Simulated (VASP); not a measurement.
# FeSi in VASP: notebook

Aim: see how the results for FeSi move with the level of theory and the settings. Levels: PBEsol, PBE. Tasks: single point.

Program: VASP 6.6.1. These are calculated values, not measurements. Logs are shortened: lines on timing, memory, paths and dates and some standing lists are left out, and cuts for length are marked.

## (1) The cell of the first run

Symmetry: P2_12_12_1, No. 19, orthorhombic system. Conventional cell: a = 4.551 Å, b = 4.551 Å, c = 4.733 Å, α = 90.00°, β = 90.00°, γ = 90.00°. Within 3.1 Å of Fe (site symmetry 1) lie 7 Si at 2.35 to 2.64 Å and 6 Fe at 2.81 to 2.87 Å. Si (site symmetry 1) has 7 Fe at 2.35 to 2.64 Å and 6 Si at 2.83 to 2.89 Å within 3.1 Å.

## (2) Single point, PBEsol, collinear spin, ferromagnetic start

INCAR

```
  PREC = Accurate
  ENCUT = 520
  EDIFF = 1E-7
  ISMEAR = -1
  SIGMA = 0.05
  LREAL = False
  LASPH = True
  NELM = 150
  ALGO = Normal
  ISIF = 2
  LWAVE = False
  LCHARG = False
  ISPIN = 2
  MAGMOM = 3 3 3 3 0 0 0 0
  LORBIT = 11
  LMAXMIX = 4
  GGA = PS
  NBANDS = 38
```

KPOINTS

```
regular mesh
0
Gamma
  5 5 5
```

POSCAR

```
FeSi
1.0
    4.5507000000      0.0000000000      0.0000000000
    0.0000000000      4.5507000000      0.0000000000
    0.0000000000      0.0000000000      4.7327280000
Fe Si
4 4
Direct
    0.8634800000      0.6365200000      0.3634800000
    0.6365200000      0.3634800000      0.8634800000
    0.3634800000      0.8634800000      0.6365200000
    0.1365200000      0.1365200000      0.1365200000
    0.1576000000      0.3424000000      0.6576000000
    0.3424000000      0.6576000000      0.1576000000
    0.6576000000      0.1576000000      0.3424000000
    0.8424000000      0.8424000000      0.8424000000
```

Potentials or basis: VASP PAW PBE potentials, release 64 (Fe, Si).

Run with:

```console
> cat potpaw_PBE.64/Fe/POTCAR potpaw_PBE.64/Si/POTCAR > POTCAR
> mpirun -np 1 vasp_std > vasp.out
```

OUTCAR:

```text
PREC = Accurate
   ENCUT = 520
   EDIFF = 1E-7
   ISMEAR = -1
   LREAL = False
   LASPH = True
   NELM = 150
   ISIF = 2
   ISPIN = 2
   LORBIT = 11
   GGA = PS

 ion  position               nearest neighbor table
   1  0.863  0.637  0.363-   5 2.35   7 2.37   6 2.39   8 2.45   7 2.55   6 2.57   8 2.64   4 2.81
                             4 2.81   3 2.81   3 2.81   2 2.87   2 2.87
   2  0.637  0.363  0.863-   6 2.35   8 2.37   5 2.39   7 2.45   8 2.55   5 2.57   7 2.64   3 2.81
                             3 2.81   4 2.81   4 2.81   1 2.87   1 2.87
   3  0.363  0.863  0.637-   7 2.35   5 2.37   8 2.39   6 2.45   5 2.55   8 2.57   6 2.64   2 2.81
                             2 2.81   1 2.81   1 2.81   4 2.87   4 2.87
   4  0.137  0.137  0.137-   8 2.35   6 2.37   7 2.39   5 2.45   6 2.55   7 2.57   5 2.64   1 2.81
                             1 2.81   2 2.81   2 2.81   3 2.87   3 2.87
   5  0.158  0.342  0.658-   1 2.35   3 2.37   2 2.39   4 2.45   3 2.55   2 2.57   4 2.64   8 2.83
                             8 2.83   7 2.85   7 2.85   6 2.89   6 2.89
   6  0.342  0.658  0.158-   2 2.35   4 2.37   1 2.39   3 2.45   4 2.55   1 2.57   3 2.64   7 2.83
                             7 2.83   8 2.85   8 2.85   5 2.89   5 2.89
   7  0.658  0.158  0.342-   3 2.35   1 2.37   4 2.39   2 2.45   1 2.55   4 2.57   2 2.64   6 2.83
                             6 2.83   5 2.85   5 2.85   8 2.89   8 2.89
   8  0.842  0.842  0.842-   4 2.35   2 2.37   3 2.39   1 2.45   2 2.55   3 2.57   1 2.64   5 2.83
                             5 2.83   6 2.85   6 2.85   7 2.89   7 2.89

  LATTYP: Found a simple tetragonal cell.
 ALAT       =     4.5507000000
 C/A-ratio  =     1.0400000000

  Lattice vectors:

 A1 = (   4.5507000000,   0.0000000000,   0.0000000000)
 A2 = (   0.0000000000,   4.5507000000,   0.0000000000)
 A3 = (   0.0000000000,   0.0000000000,   4.7327280000)

Analysis of symmetry for initial positions (statically):
=====================================================================
 Subroutine PRICEL returns:
 Original cell was already a primitive cell.

 Routine SETGRP: Setting up the symmetry group for a
 simple tetragonal supercell.

 Subroutine GETGRP returns: Found  4 space group operations
 (whereof  1 operations were pure point group operations)
 out of a pool of 16 trial point group operations.

The static configuration has the point symmetry C_1 .
 The point group associated with its full space group is D_2 .

Analysis of symmetry for dynamics (positions and initial velocities):
=====================================================================
 Subroutine PRICEL returns:
 Original cell was already a primitive cell.

 Routine SETGRP: Setting up the symmetry group for a
 simple tetragonal supercell.

 Subroutine GETGRP returns: Found  4 space group operations
[... 179 lines left out ...]
  energy without entropy =      -62.71249041  energy(sigma->0) =      -62.74094778

 E-fermi :   8.4140     XC(G=0): -12.3702

 val. band max:        8.4098752484   @ k =   0.4000   0.4000   0.2000
 cond. band min:       8.4190512957   @ k =   0.2000   0.2000   0.2000
 fundamental gap:      0.0091760473
 Fermi energy:         8.4140322012

 spin component 1

 k-point     1 :       0.0000    0.0000    0.0000
  band No.  band energies     occupation
      1      -4.0963      1.00000
      2       0.7099      1.00000
      3       0.8413      1.00000
      4       1.0157      1.00000
      5       3.5051      1.00000
      6       3.6086      1.00000
[... 925 lines left out ...]
     35      13.4110      0.00000
     36      13.6964      0.00000

 [... further k-points ...]

 spin component 2

 k-point     1 :       0.0000    0.0000    0.0000
  band No.  band energies     occupation
      1      -4.1405      1.00000
      2       0.7151      1.00000
      3       0.8484      1.00000
      4       1.0466      1.00000
      5       3.6359      1.00000
      6       3.7387      1.00000
[... 925 lines left out ...]
     35      13.6043      0.00000
     36      13.9002      0.00000

 [... further k-points ...]

 [bands above 36 left out]

------------------------ aborting loop because EDIFF is reached ----------------------------------------

  FORCE on cell =-STRESS in cart. coord.  units (eV):
  Direction    XX          YY          ZZ          XY          YZ          ZX
  --------------------------------------------------------------------------------------
  -------------------------------------------------------------------------------------
  Total      -12.0962212    -12.1172147    -15.3032286      0.0000000      0.0000000      0.0000000
  in kB     -197.7390052   -198.0821899   -250.1645066      0.0000000      0.0000000      0.0000000
  external PRESSURE =    -215.3285672 kB  Pullay stress =       0.0000000 kB

 VOLUME and BASIS-vectors are now :
 -----------------------------------------------------------------------------
  energy-cutoff  :      520.00
  volume of cell :       98.01
      direct lattice vectors                 reciprocal lattice vectors
     4.550700000  0.000000000  0.000000000     0.219746413  0.000000000  0.000000000
     0.000000000  4.550700000  0.000000000     0.000000000  0.219746413  0.000000000
     0.000000000  0.000000000  4.732728000     0.000000000  0.000000000  0.211294628

 POSITION                                       TOTAL-FORCE (eV/Angst)
 -----------------------------------------------------------------------------------
      3.92944      2.89661      1.72025         0.085246     -0.042125      0.198672
      2.89661      1.65409      4.08662        -0.085246      0.042125      0.198672
      1.65409      3.92944      3.01248         0.085246      0.042125     -0.198672
      0.62126      0.62126      0.64611        -0.085246     -0.042125     -0.198672
      0.71719      1.55816      3.11224        -0.083464      0.032903      0.030097
      1.55816      2.99254      0.74588         0.083464     -0.032903      0.030097
      2.99254      0.71719      1.62049        -0.083464     -0.032903     -0.030097
      3.83351      3.83351      3.98685         0.083464      0.032903     -0.030097
 -----------------------------------------------------------------------------------
    total drift:                               -0.000000     -0.000000     -0.000000

  FREE ENERGIE OF THE ION-ELECTRON SYSTEM (eV)
  ---------------------------------------------------
  free  energy   TOTEN  =       -62.7694051557 eV

  energy  without entropy=      -62.7124904137  energy(sigma->0) =      -62.74094778

 total charge

# of ion       s       p       d       tot
------------------------------------------
    1        0.401   0.543   6.449   7.393
    2        0.401   0.543   6.449   7.393
    3        0.401   0.543   6.449   7.393
    4        0.401   0.543   6.449   7.393
    5        0.738   0.836   0.000   1.574
    6        0.738   0.836   0.000   1.574
    7        0.738   0.836   0.000   1.574
    8        0.738   0.836   0.000   1.574
--------------------------------------------------
tot          4.553   5.516  25.795  35.865

 magnetization (x)

# of ion       s       p       d       tot
------------------------------------------
    1       -0.001  -0.002   1.087   1.084
    2       -0.001  -0.002   1.087   1.084
    3       -0.001  -0.002   1.087   1.084
    4       -0.001  -0.002   1.087   1.084
    5       -0.012  -0.039   0.000  -0.051
    6       -0.012  -0.039   0.000  -0.051
    7       -0.012  -0.039   0.000  -0.051
    8       -0.012  -0.039   0.000  -0.051
--------------------------------------------------
tot         -0.052  -0.164   4.347   4.132
```

OSZICAR:

```text
N       E                     dE             d eps       ncg     rms          rms(c)
DAV:   1     0.328721538623E+03    0.32872E+03   -0.19350E+04  4104   0.137E+03
DAV:   2    -0.418202599444E+02   -0.37054E+03   -0.35114E+03  4104   0.326E+02
DAV:   3    -0.683080456492E+02   -0.26488E+02   -0.24598E+02  4648   0.103E+02
DAV:   4    -0.694932160176E+02   -0.11852E+01   -0.11707E+01  5590   0.199E+01
DAV:   5    -0.695285998807E+02   -0.35384E-01   -0.35357E-01  5300   0.318E+00    0.317E+01
DAV:   6    -0.781257203914E+02   -0.85971E+01   -0.11886E+02  5840   0.134E+02    0.387E+01
DAV:   7    -0.627372762368E+02    0.15388E+02   -0.52656E+01  4932   0.974E+01    0.783E+00
DAV:   8    -0.628991035987E+02   -0.16183E+00   -0.42364E+00  4716   0.982E+00    0.351E+00
DAV:   9    -0.627822831562E+02    0.11682E+00   -0.26718E-01  6248   0.561E+00    0.190E+00
DAV:  10    -0.627736746458E+02    0.86085E-02   -0.15296E-02  5676   0.885E-01    0.822E-01
DAV:  11    -0.627696680192E+02    0.40066E-02   -0.65940E-03  6164   0.629E-01    0.249E-01
DAV:  12    -0.627694729173E+02    0.19510E-03   -0.11008E-03  5962   0.292E-01    0.115E-01
DAV:  13    -0.627694125630E+02    0.60354E-04   -0.11998E-04  5798   0.872E-02    0.598E-02
DAV:  14    -0.627694062832E+02    0.62798E-05   -0.23093E-05  5748   0.352E-02    0.333E-02
DAV:  15    -0.627694052400E+02    0.10432E-05   -0.70938E-06  5220   0.317E-02    0.126E-02
DAV:  16    -0.627694053998E+02   -0.15982E-06   -0.92691E-07  5416   0.777E-03    0.580E-03
DAV:  17    -0.627694051795E+02    0.22037E-06   -0.14256E-07  2718   0.367E-03    0.173E-03
DAV:  18    -0.627694051557E+02    0.23778E-07   -0.65608E-08  2568   0.237E-03
   1 F= -.62769405E+02 E0= -.62740948E+02  d E =-.569147E-01  mag=     3.9234
```

Run time: 3.9 min. Hardware: 1 thread of Intel Xeon 6975P-C, shared host; peak memory 0.32 GiB.

Results:

```yaml
Free_energy: -62.7694 eV
Pressure: -21.5 GPa
Largest_force: 0.220 eV/Å
Net_moment: 3.92 μB per cell
Site_moments: Fe +1.08; Si -0.05 μB
Valence_electrons_inside_the_program's_atomic_spheres: Fe 7.39; Si 1.57
```

Forces on the atoms (eV/Å):
```
Fe   0.085 -0.042  0.199
Fe  -0.085  0.042  0.199
Fe   0.085  0.042 -0.199
Fe  -0.085 -0.042 -0.199
Si  -0.083  0.033  0.030
Si   0.083 -0.033  0.030
Si  -0.083 -0.033 -0.030
Si   0.083  0.033 -0.030
```

Stress tensor (GPa, compression positive):
```
-19.77   0.00   0.00
  0.00 -19.81   0.00
  0.00   0.00 -25.02
```

Levels at points of the mesh, in eV from the Fermi level:
Spin up:
```tsv
k point	band 22	band 23	band 24	band 25	band 26	band 27	band 28	band 29	band 30	band 31
(0.00, 0.00, 0.00)	-0.75	-0.73	-0.72	-0.07	-0.03	-0.02	2.26	2.28	2.32	2.75
```
Spin down:
```tsv
k point	band 19	band 20	band 21	band 22	band 23	band 24	band 25	band 26
(0.00, 0.00, 0.00)	-1.45	-0.06	0.17	0.24	0.27	0.37	1.07	1.07
```

Caveat: the PAW data sets were made with another functional, which shifts forces and pressure a little.

## (3) Single point, PBE, collinear spin, ferromagnetic start

This run uses another cell than the first one, of 11.00 Å³/atom, 0.898 times its volume.

INCAR

```
SYSTEM = FeSi
ALGO     = Normal         ! electronic algorithm
EDIFF    = 1E-7           ! SCF threshold, eV
ENCUT    = 520            ! plane-wave cutoff, eV
GGA      = PE             ! functional
ISIF     = 2              ! what is computed and relaxed
ISMEAR   = -1             ! smearing method
ISPIN    = 2              ! spin polarisation
LASPH    = .True.         ! aspherical terms in the spheres
LCHARG   = .True.         ! write CHGCAR
LELF     = .True.         ! ELF
LMAXMIX  = 4              ! l up to which the mixer works
LORBIT   = 11             ! projections on sites
LREAL    = .False.        ! projectors in reciprocal space
LVHAR    = .True.       
LWAVE    = .False.        ! write WAVECAR
MAGMOM   = 3 3 3 3 0 0 0 0 ! initial moments
NBANDS   = 38             ! bands
NELM     = 150            ! most SCF steps
PREC     = Accurate       ! precision mode
SIGMA    = 0.05           ! smearing width, eV
```

KPOINTS

```
k-points
0
Gamma
  6 6 6
  0 0 0
```

POSCAR

```
FeSi
1.0
    4.4480541012      0.0000000000      0.0000000000
    0.0000000000      4.4480541012      0.0000000000
    0.0000000000      0.0000000000      4.4480541012
Fe Si
4 4
Direct
    0.8638198262      0.6361801738      0.3638198262
    0.6361801738      0.3638198262      0.8638198262
    0.3638198262      0.8638198262      0.6361801738
    0.1361801738      0.1361801738      0.1361801738
    0.1591055771      0.3408944229      0.6591055771
    0.3408944229      0.6591055771      0.1591055771
    0.6591055771      0.1591055771      0.3408944229
    0.8408944229      0.8408944229      0.8408944229
```

Potentials or basis: VASP PAW PBE potentials, release 64 (Fe, Si).

Run with:

```console
> cat potpaw_PBE.64/Fe/POTCAR potpaw_PBE.64/Si/POTCAR > POTCAR
> mpirun -np 1 vasp_std > vasp.out
```

OUTCAR:

```text
SYSTEM = FeSi
   EDIFF = 1E-7
   ENCUT = 520
   GGA = PE
   ISIF = 2
   ISMEAR = -1
   ISPIN = 2
   LASPH = .True.
   LORBIT = 11
   LREAL = .False.
   NELM = 150
   PREC = Accurate

 ion  position               nearest neighbor table
   1  0.864  0.636  0.364-   5 2.27   6 2.31   7 2.31   8 2.31   7 2.50   8 2.50   6 2.50   2 2.73
                             2 2.73   4 2.73   4 2.73   3 2.73   3 2.73
   2  0.636  0.364  0.864-   6 2.27   5 2.31   7 2.31   8 2.31   5 2.50   7 2.50   8 2.50   1 2.73
                             1 2.73   3 2.73   3 2.73   4 2.73   4 2.73
   3  0.364  0.864  0.636-   7 2.27   6 2.31   5 2.31   8 2.31   6 2.50   5 2.50   8 2.50   4 2.73
                             2 2.73   2 2.73   4 2.73   1 2.73   1 2.73
   4  0.136  0.136  0.136-   8 2.27   6 2.31   7 2.31   5 2.31   6 2.50   5 2.50   7 2.50   1 2.73
                             3 2.73   3 2.73   1 2.73   2 2.73   2 2.73
   5  0.159  0.341  0.659-   1 2.27   2 2.31   3 2.31   4 2.31   3 2.50   4 2.50   2 2.50   8 2.76
                             6 2.76   6 2.76   8 2.76   7 2.76   7 2.76
   6  0.341  0.659  0.159-   2 2.27   1 2.31   3 2.31   4 2.31   1 2.50   3 2.50   4 2.50   8 2.76
                             5 2.76   5 2.76   7 2.76   7 2.76   8 2.76
   7  0.659  0.159  0.341-   3 2.27   2 2.31   1 2.31   4 2.31   2 2.50   1 2.50   4 2.50   8 2.76
                             8 2.76   5 2.76   6 2.76   6 2.76   5 2.76
   8  0.841  0.841  0.841-   4 2.27   2 2.31   3 2.31   1 2.31   2 2.50   1 2.50   3 2.50   5 2.76
[... 2116 lines left out ...]
     0.000000000  4.448054101  0.000000000     0.000000000  0.224817409  0.000000000
     0.000000000  0.000000000  4.448054101     0.000000000  0.000000000  0.224817409

 POSITION                                       TOTAL-FORCE (eV/Angst)
 -----------------------------------------------------------------------------------
      3.84232      2.82976      1.61829        -0.020437      0.020437     -0.020437
      2.82976      1.61829      3.84232         0.020437     -0.020437     -0.020437
      1.61829      3.84232      2.82976        -0.020437     -0.020437      0.020437
      0.60574      0.60574      0.60574         0.020437      0.020437      0.020437
      0.70771      1.51632      2.93174        -0.002124      0.002124     -0.002124
      1.51632      2.93174      0.70771         0.002124     -0.002124     -0.002124
      2.93174      0.70771      1.51632        -0.002124     -0.002124      0.002124
      3.74034      3.74034      3.74034         0.002124      0.002124      0.002124
 -----------------------------------------------------------------------------------
    total drift:                               -0.000001     -0.000001     -0.000000

  FREE ENERGIE OF THE ION-ELECTRON SYSTEM (eV)
  ---------------------------------------------------
  free  energy   TOTEN  =       -58.7936042654 eV

  energy  without entropy=      -58.7564300266  energy(sigma->0) =      -58.77501715

 total charge

# of ion       s       p       d       tot
------------------------------------------
    1        0.440   0.646   6.569   7.655
    2        0.440   0.646   6.569   7.655
    3        0.440   0.646   6.569   7.655
    4        0.440   0.646   6.569   7.655
    5        0.737   0.899   0.000   1.636
    6        0.737   0.899   0.000   1.636
    7        0.737   0.899   0.000   1.636
    8        0.737   0.899   0.000   1.636
--------------------------------------------------
tot          4.708   6.180  26.275  37.164

 magnetization (x)

# of ion       s       p       d       tot
------------------------------------------
    1        0.000   0.000  -0.000  -0.000
    2        0.000   0.000  -0.000  -0.000
    3        0.000   0.000  -0.000  -0.000
    4        0.000   0.000  -0.000  -0.000
    5        0.000   0.000   0.000   0.000
    6        0.000   0.000   0.000   0.000
    7        0.000   0.000   0.000   0.000
    8        0.000   0.000   0.000   0.000
--------------------------------------------------
tot          0.000   0.000  -0.000  -0.000
```

stdout:

```text
POSCAR found type information on POSCAR FeSi
 POSCAR found :  2 types and       8 ions
 scaLAPACK will be used
 LDA part: xc-table for (Slater+PW92), standard interpolation
 POSCAR, INCAR and KPOINTS ok, starting setup
 FFT: planning ... GRIDC
 FFT: planning ... GRID_SOFT
 FFT: planning ... GRID
 WAVECAR not read
 entering main loop
```

It took 2.5 min on 1 thread of Intel Xeon Platinum 8375C at 2.90GHz (Ice Lake), shared host; peak memory 0.3 GiB.

Results:

```yaml
Free_energy: -58.7936 eV
Pressure: 0.2 GPa
Largest_force: 0.035 eV/Å
Band_gap_on_the_k_mesh: 0.17 eV, indirect (the least direct gap lies 1.7 meV higher)
Net_moment: 0.00 μB per cell
Valence_electrons_inside_the_program's_atomic_spheres: Fe 7.66; Si 1.64
```

Forces on the atoms (eV/Å):
```
Fe  -0.020  0.020 -0.020
Fe   0.020 -0.020 -0.020
Fe  -0.020 -0.020  0.020
Fe   0.020  0.020  0.020
Si  -0.002  0.002 -0.002
Si   0.002 -0.002 -0.002
Si  -0.002 -0.002  0.002
Si   0.002  0.002  0.002
```

Caveat: the starting moments collapsed, and a magnetic state may lie lower.
